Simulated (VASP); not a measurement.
# NaH (Fm-3m) in VASP: a series of runs

NaH is run at these levels: PBE; tasks: electric field gradients.

Program: VASP 6.6.1. These are calculated values, not measurements. Logs are shortened: lines on timing, memory, paths and dates and some standing lists are left out, and cuts for length are marked.

### 1 The cell of the first run

It takes space group Fm-3m (No. 225, cubic). Conventional cell: a = 4.880 Å, b = 4.880 Å, c = 4.880 Å, α = 90.00°, β = 90.00°, γ = 90.00°. Within 3.2 Å of Na (site symmetry m-3m) lie 6 H at 2.44 Å. H (site symmetry m-3m) has 6 Na at 2.44 Å within 3.2 Å.

### 2 Electric field gradients, PBE

Input file INCAR:

```
PREC = Accurate ; ENCUT = 520
EDIFF = 1E-8 ; ISMEAR = -1
SIGMA = 0.03 ; LREAL = F
LASPH = T ; NELM = 100
ALGO = Normal ; ISIF = 2
LWAVE = F ; LCHARG = F
GGA = PE ; LEFG = T
NBANDS = 11
```

Input file KPOINTS:

```
regular mesh
0
Gamma
  9 9 9
```

Input file POSCAR:

```
NaH
1.0
    0.0000000000      2.4400000000      2.4400000000
    2.4400000000      0.0000000000      2.4400000000
    2.4400000000      2.4400000000      0.0000000000
Na H
1 1
Direct
    0.0000000000      0.0000000000      0.0000000000
    0.5000000000      0.5000000000      0.5000000000
```

Potentials or basis: VASP PAW PBE potentials, release 64 (Na_pv, H).

Launch:

```bash
$ cat potpaw_PBE.64/Na_pv/POTCAR potpaw_PBE.64/H/POTCAR > POTCAR
$ mpirun -np 1 vasp_std > vasp.out
```

OUTCAR:

```text
PREC = Accurate
   ENCUT = 520
   EDIFF = 1E-8
   ISMEAR = -1
   LREAL = F
   LASPH = T
   NELM = 100
   ISIF = 2
   GGA = PE

 ion  position               nearest neighbor table
   1  0.000  0.000  0.000-
   2  0.500  0.500  0.500-

  LATTYP: Found a face centered cubic cell.
 ALAT       =     4.8800000000

  Lattice vectors:

 A1 = (   0.0000000000,   2.4400000000,   2.4400000000)
 A2 = (   2.4400000000,   0.0000000000,   2.4400000000)
 A3 = (   2.4400000000,   2.4400000000,   0.0000000000)

Analysis of symmetry for initial positions (statically):
=====================================================================
 Subroutine PRICEL returns:
 Original cell was already a primitive cell.

 Routine SETGRP: Setting up the symmetry group for a
 face centered cubic supercell.

 Subroutine GETGRP returns: Found 48 space group operations
 (whereof 48 operations were pure point group operations)
 out of a pool of 48 trial point group operations.

The static configuration has the point symmetry O_h .

Analysis of symmetry for dynamics (positions and initial velocities):
=====================================================================
 Subroutine PRICEL returns:
 Original cell was already a primitive cell.

 Routine SETGRP: Setting up the symmetry group for a
 face centered cubic supercell.

 Subroutine GETGRP returns: Found 48 space group operations
 (whereof 48 operations were pure point group operations)
 out of a pool of 48 trial point group operations.

The dynamic configuration has the point symmetry O_h .

 Subroutine INISYM returns: Found 48 space group operations
 (whereof 48 operations are pure point group operations),
 and found     1 'primitive' translations

----------------------------------------------------------------------------------------

                                     Primitive cell

  volume of cell :      29.0536

  direct lattice vectors                    reciprocal lattice vectors
     0.000000000  2.440000000  2.440000000    -0.204918033  0.204918033  0.204918033
     2.440000000  0.000000000  2.440000000     0.204918033 -0.204918033  0.204918033
     2.440000000  2.440000000  0.000000000     0.204918033  0.204918033 -0.204918033

  length of vectors
     3.450681092  3.450681092  3.450681092     0.354928444  0.354928444  0.354928444

  position of ions in fractional coordinates (direct lattice)
     0.000000000  0.000000000  0.000000000
     0.500000000  0.500000000  0.500000000

  ion indices of the primitive-cell ions
   primitive index   ion index
                 1           1
                 2           2

----------------------------------------------------------------------------------------

 KPOINTS: regular mesh

Automatic generation of k-mesh.
 Grid dimensions read from file:
 generate k-points for:    9    9    9

 Generating k-lattice:

  Cartesian coordinates                     Fractional coordinates (reciprocal lattice)
    -0.022768670  0.022768670  0.022768670     0.111111111  0.000000000  0.000000000
     0.022768670 -0.022768670  0.022768670     0.000000000  0.111111111  0.000000000
     0.022768670  0.022768670 -0.022768670     0.000000000  0.000000000  0.111111111

  Length of vectors
     0.039436494  0.039436494  0.039436494

  Shift w.r.t. Gamma in fractional coordinates (k-lattice)
     0.000000000  0.000000000  0.000000000

 Subroutine IBZKPT returns following result:
 ===========================================

 Found     35 irreducible k-points:

 Following reciprocal coordinates:
            Coordinates               Weight
  0.000000  0.000000  0.000000      1.000000
  0.111111  0.000000  0.000000      8.000000
  0.222222  0.000000  0.000000      8.000000
  0.333333  0.000000  0.000000      8.000000
  0.444444  0.000000  0.000000      8.000000
  0.111111  0.111111  0.000000      6.000000
[... 16 lines left out ...]
 -0.333333  0.333333  0.000000     12.000000
  0.444444  0.444444  0.000000      6.000000
 [... further k-points ...]
   k-points           NKPTS =     35   k-points in BZ     NKDIM =     35   number of bands    NBANDS=     11
   number of dos      NEDOS =    301   number of ions     NIONS =      2
   total plane-waves  NPLWV =  21952
   dimension x,y,z NGX =    28 NGY =   28 NGZ =   28
   dimension x,y,z NGXF=    56 NGYF=   56 NGZF=   56
   ions per type =               1   1
   NGX,Y,Z   is equivalent  to a cutoff of  13.49, 13.49, 13.49 a.u.
   NGXF,Y,Z  is equivalent  to a cutoff of  26.98, 26.98, 26.98 a.u.
 SYSTEM =  unknown system
   PREC   = accura    normal or accurate (medium, high low for compatibility)
   ISTART =      0    job   : 0-new  1-cont  2-samecut
   ICHARG =      2    charge: 1-file 2-atom 10-const
   ISPIN  =      1    spin polarized calculation?
   LNONCOLLINEAR =      F non collinear calculations
   LSORBIT =      F    spin-orbit coupling
   LASPH  =      T    aspherical Exc in radial PAW
   ENCUT  =  520.0 eV  38.22 Ry    6.18 a.u.   6.42  6.42  6.42*2*pi/ulx,y,z
   NELM   =    100;   NELMIN=  2; NELMDL= -5     # of ELM steps
   EDIFF  = 0.1E-07   stopping-criterion for ELM
   LREAL  =      F    real-space projection
   EDIFFG = 0.1E-06   stopping-criterion for IOM
   NSW    =      0    number of steps for IOM
   IBRION =     -1    ionic relax: 0-MD 1-quasi-New 2-CG
   NFREE  =      0    steps in history (QN), initial steepest desc. (CG)
   ISIF   =      2    stress and relaxation
   ISYM   =      2    0-nonsym 1-usesym 2-fastsym
   POTIM  = 0.5000    time-step for ionic-motion
   TEBEG  =    0.0;   TEEND  =   0.0 temperature during run
   PSTRESS=    0.0 pullay stress
   NELECT =       8.0000    total number of electrons
   NUPDOWN=      -1.0000    fix difference up-down
   EMIN   =  10.00;   EMAX   =-10.00  energy-range for DOS
   EFERMI =   0.00;   METHOD = LEGACY
   ISMEAR =    -1;   SIGMA  =   0.03  broadening in eV -4-tet -1-fermi 0-gaus
   EFERMI_NEDOS =   21; number of points for ismear=-14 and -15
   IALGO  =     38    algorithm
   IMIX   =      4    mixing-type and parameters
     AMIX     =   0.40;   BMIX     =  1.00
     AMIX_MAG =   1.60;   BMIX_MAG =  1.00
  volume/ion in A,a.u.               =      14.53        98.03
  Fermi-wavevector in a.u.,A,eV,Ry     =   1.065054  2.012660 15.433636  1.134340
  Thomas-Fermi vector in A             =   2.200593
   LORBIT       =      0    0 simple, 1 ext, 2 COOP (PROOUT), +10 PAW based schemes
   GGA     = PE    functional components
   LHFCALC =     F    Hartree Fock is set to
   AEXX    =    0.0000 exact exchange contribution
   IVDW    =     0    specifies the selected vdW correction
   LEPSILON=     F    determine dielectric tensor
   LRPA    =     F    only Hartree local field effects (RPA)
 non-spin polarized calculation
  energy-cutoff  :      520.00
  volume of cell :       29.05
 maximum number of plane-waves:       797
 NGX is ok and might be reduce to    28
   NGX = 13   NGY = 13   NGZ = 13

 number of electron       8.0000008 magnetization

 Free energy of the ion-electron system (eV)
  ---------------------------------------------------
  ext. energy  EPLUGINS =         0.00000000
  ---------------------------------------------------
  free energy    TOTEN  =        -5.08604827 eV

  energy without entropy =       -5.08604827  energy(sigma->0) =       -5.08604827

 E-fermi :  -0.6342     XC(G=0):  -7.6722

 val. band max:       -1.2676830617   @ k =  -0.3333   0.4444   0.1111
 cond. band min:       2.7417012935   @ k =  -0.4444   0.1111   0.0000
 fundamental gap:      4.0093843553
 Fermi energy:        -0.6342397536

 k-point     1 :       0.0000    0.0000    0.0000
  band No.  band energies     occupation
      1     -23.3596      2.00000
      2     -23.3596      2.00000
      3     -23.3596      2.00000
      4      -4.7405      2.00000
      5       8.9585      0.00000
      6      14.1803      0.00000
      7      14.1803      0.00000
      8      14.1803      0.00000
      9      14.9678      0.00000
     10      14.9678      0.00000
     11      14.9678      0.00000
[... 309 lines left out ...]
 k-point    24 :       0.4444    0.4444    0.0000
  band No.  band energies     occupation
      1     -23.4332      2.00000
      2     -23.3877      2.00000
      3     -23.3877      2.00000
      4      -1.5528      2.00000
      5       3.5839      0.00000
      6       8.7967      0.00000
      7       9.3502      0.00000
      8       9.3502      0.00000
      9      10.4216      0.00000
     10      21.6607      0.00000
     11      23.5404      0.00000

 [... further k-points ...]

------------------------ aborting loop because EDIFF is reached ----------------------------------------

  FORCE on cell =-STRESS in cart. coord.  units (eV):
  Direction    XX          YY          ZZ          XY          YZ          ZX
  --------------------------------------------------------------------------------------
  -------------------------------------------------------------------------------------
  Total       -0.1248835     -0.1248835     -0.1248835     -0.0000000     -0.0000000     -0.0000000
  in kB       -6.8867786     -6.8867786     -6.8867786     -0.0000000     -0.0000000     -0.0000000
  external PRESSURE =      -6.8867786 kB  Pullay stress =       0.0000000 kB

 VOLUME and BASIS-vectors are now :
 -----------------------------------------------------------------------------
  energy-cutoff  :      520.00
  volume of cell :       29.05
      direct lattice vectors                 reciprocal lattice vectors
     0.000000000  2.440000000  2.440000000    -0.204918033  0.204918033  0.204918033
     2.440000000  0.000000000  2.440000000     0.204918033 -0.204918033  0.204918033
     2.440000000  2.440000000  0.000000000     0.204918033  0.204918033 -0.204918033

 POSITION                                       TOTAL-FORCE (eV/Angst)
 -----------------------------------------------------------------------------------
      0.00000      0.00000      0.00000        -0.000000      0.000000      0.000000
      2.44000      2.44000      2.44000         0.000000     -0.000000     -0.000000
 -----------------------------------------------------------------------------------
    total drift:                               -0.000000      0.000000      0.000000

  FREE ENERGIE OF THE ION-ELECTRON SYSTEM (eV)
  ---------------------------------------------------
  free  energy   TOTEN  =        -5.0860482671 eV

  energy  without entropy=       -5.0860482671  energy(sigma->0) =       -5.08604827

 Electric field gradients (V/A^2)
---------------------------------------------------------------------
 ion       V_xx      V_yy      V_zz      V_xy      V_xz      V_yz
---------------------------------------------------------------------
   1      -0.000     0.000     0.000     0.001     0.001     0.001
   2      -0.000     0.000    -0.000     0.001     0.001     0.001
---------------------------------------------------------------------

 Electric field gradients after diagonalization (V/A^2)
 (convention: |V_zz| > |V_xx| > |V_yy|)
----------------------------------------------------------------------
 ion       V_xx      V_yy      V_zz     asymmetry (V_yy - V_xx)/ V_zz
----------------------------------------------------------------------
   1      -0.001    -0.001     0.003       0.000
   2      -0.001    -0.001     0.002       0.000
----------------------------------------------------------------------

           NMR quadrupolar parameters

 Cq : quadrupolar parameter    Cq=e*Q*V_zz/h
 eta: asymmetry parameters     (V_yy - V_xx)/ V_zz
 Q  : nuclear electric quadrupole moment in mb (millibarn)
----------------------------------------------------------------------
 ion       Cq(MHz)       eta       Q (mb)
----------------------------------------------------------------------
   1       0.000       0.000       1.000
   2       0.000       0.000       1.000
----------------------------------------------------------------------
```

Wall time 22 s (1 thread of AMD EPYC 7R13, shared host); peak memory 0.12 GiB.

What came out:

| Quantity | Value |
| --- | --- |
| Free energy | -5.0860 eV |
| Pressure | -0.7 GPa |
| Band gap on the k mesh | 4.01 eV (least direct gap 4.70 eV) |
| Largest electric field gradient by atom | zero within the noise of the run |

Caveat: an odd mesh through Γ misses points on the zone boundary, where band edges can lie.

### 3 Electric field gradients, PBE (14.82 Å³/atom)

This run uses another cell than the first one, of 14.82 Å³/atom.

Input file INCAR:

```
ALGO = Normal
EDIFF = 1E-8
ENCUT = 520
GGA = PE
ISIF = 2
ISMEAR = -1
LASPH = True
LCHARG = False
LEFG = True
LREAL = False
LWAVE = False
NBANDS = 11
NELM = 100
PREC = Accurate
SIGMA = 0.03
```

Input file KPOINTS:

```
k-points
0
Gamma
  9 9 9
```

Input file POSCAR:

```
NaH
1.0
    0.0000000000      2.4561594113      2.4561594113
    2.4561594113      0.0000000000      2.4561594113
    2.4561594113      2.4561594113      0.0000000000
Na H
1 1
Direct
    0.0000000000      0.0000000000      0.0000000000
    0.5000000000      0.5000000000      0.5000000000
```

Potentials or basis: VASP PAW PBE potentials, release 64 (Na_pv, H).

Launch:

```bash
$ cat potpaw_PBE.64/Na_pv/POTCAR potpaw_PBE.64/H/POTCAR > POTCAR
$ mpirun -np 1 vasp_std > vasp.out
```

OUTCAR:

```text
EDIFF = 1E-8
   ENCUT = 520
   GGA = PE
   ISIF = 2
   ISMEAR = -1
   LASPH = True
   LREAL = False
   NELM = 100
   PREC = Accurate

 ion  position               nearest neighbor table
   1  0.000  0.000  0.000-
   2  0.500  0.500  0.500-

  LATTYP: Found a face centered cubic cell.
 ALAT       =     4.9123188226

  Lattice vectors:

 A1 = (   0.0000000000,   2.4561594113,   2.4561594113)
 A2 = (   2.4561594113,   0.0000000000,   2.4561594113)
 A3 = (   2.4561594113,   2.4561594113,   0.0000000000)

Analysis of symmetry for initial positions (statically):
=====================================================================
 Subroutine PRICEL returns:
 Original cell was already a primitive cell.

 Routine SETGRP: Setting up the symmetry group for a
 face centered cubic supercell.

 Subroutine GETGRP returns: Found 48 space group operations
[... 522 lines left out ...]
  energy-cutoff  :      520.00
  volume of cell :       29.63
      direct lattice vectors                 reciprocal lattice vectors
     0.000000000  2.456159411  2.456159411    -0.203569849  0.203569849  0.203569849
     2.456159411  0.000000000  2.456159411     0.203569849 -0.203569849  0.203569849
     2.456159411  2.456159411  0.000000000     0.203569849  0.203569849 -0.203569849

 POSITION                                       TOTAL-FORCE (eV/Angst)
 -----------------------------------------------------------------------------------
      0.00000      0.00000      0.00000        -0.000000      0.000000      0.000000
      2.45616      2.45616      2.45616         0.000000     -0.000000     -0.000000
 -----------------------------------------------------------------------------------
    total drift:                               -0.000000      0.000000      0.000000

  FREE ENERGIE OF THE ION-ELECTRON SYSTEM (eV)
  ---------------------------------------------------
  free  energy   TOTEN  =        -5.0830662770 eV

  energy  without entropy=       -5.0830662770  energy(sigma->0) =       -5.08306628

 Electric field gradients (V/A^2)
---------------------------------------------------------------------
 ion       V_xx      V_yy      V_zz      V_xy      V_xz      V_yz
---------------------------------------------------------------------
   1      -0.000     0.000     0.000     0.002     0.002     0.002
   2      -0.000     0.000     0.000     0.001     0.001     0.001
---------------------------------------------------------------------

 Electric field gradients after diagonalization (V/A^2)
 (convention: |V_zz| > |V_xx| > |V_yy|)
----------------------------------------------------------------------
 ion       V_xx      V_yy      V_zz     asymmetry (V_yy - V_xx)/ V_zz
----------------------------------------------------------------------
   1      -0.002    -0.002     0.004       0.000
   2      -0.001    -0.001     0.002       0.000
----------------------------------------------------------------------

           NMR quadrupolar parameters

 Cq : quadrupolar parameter    Cq=e*Q*V_zz/h
 eta: asymmetry parameters     (V_yy - V_xx)/ V_zz
 Q  : nuclear electric quadrupole moment in mb (millibarn)
----------------------------------------------------------------------
 ion       Cq(MHz)       eta       Q (mb)
----------------------------------------------------------------------
   1       0.000       0.000       1.000
   2       0.000       0.000       1.000
----------------------------------------------------------------------
```

OSZICAR:

```text
N       E                     dE             d eps       ncg     rms          rms(c)
DAV:   1     0.382162117404E+02    0.38216E+02   -0.45113E+03   779   0.730E+02
DAV:   2    -0.415401631335E+01   -0.42370E+02   -0.41772E+02   809   0.195E+02
DAV:   3    -0.549742609613E+01   -0.13434E+01   -0.13417E+01   924   0.334E+01
DAV:   4    -0.550707113878E+01   -0.96450E-02   -0.96437E-02   909   0.291E+00
DAV:   5    -0.550716428595E+01   -0.93147E-04   -0.93147E-04   887   0.294E-01    0.315E+00
DAV:   6    -0.516737385424E+01    0.33979E+00   -0.34069E-01   904   0.269E+00    0.144E+00
DAV:   7    -0.507806086783E+01    0.89313E-01   -0.32613E-01   863   0.208E+00    0.358E-01
DAV:   8    -0.508318365446E+01   -0.51228E-02   -0.10625E-02   839   0.933E-01    0.709E-02
DAV:   9    -0.508307543944E+01    0.10822E-03   -0.12513E-03   925   0.359E-01    0.229E-02
DAV:  10    -0.508306282780E+01    0.12612E-04   -0.67841E-05   849   0.509E-02    0.458E-03
DAV:  11    -0.508306651817E+01   -0.36904E-05   -0.67374E-06   889   0.114E-02    0.319E-03
DAV:  12    -0.508306626810E+01    0.25007E-06   -0.24467E-07   863   0.331E-03    0.283E-04
DAV:  13    -0.508306627705E+01   -0.89418E-08   -0.58772E-09   892   0.573E-04
   1 F= -.50830663E+01 E0= -.50830663E+01  d E =-.202511E-10
```

stdout:

```text
POSCAR found type information on POSCAR NaH
 POSCAR found :  2 types and       2 ions
 scaLAPACK will be used
 LDA part: xc-table for (Slater+PW92), standard interpolation
 POSCAR, INCAR and KPOINTS ok, starting setup
 FFT: planning ... GRIDC
 FFT: planning ... GRID_SOFT
 FFT: planning ... GRID
 WAVECAR not read
 entering main loop
ion   1

ion   2
```

Run time: 26 s. Hardware: 1 thread of AMD EPYC 7R13, shared host; peak memory 0.12 GiB.

What came out:

| Quantity | Value |
| --- | --- |
| Free energy | -5.0831 eV |
| Pressure | -1.1 GPa |
| Band gap on the k mesh | 3.97 eV (least direct gap 4.65 eV) |
| Largest electric field gradient by atom | zero within the noise of the run |

Levels at points of the mesh, in eV from the valence-band top:
| k point | band 2 | band 3 | band 4 | band 5 | band 6 | band 7 |
| --- | --- | --- | --- | --- | --- | --- |
| (0.00, 0.00, 0.00) | -22.13 | -22.13 | -3.42 | 10.06 | 15.30 | 15.30 |

Caveat: an odd mesh through Γ misses points on the zone boundary, where band edges can lie.
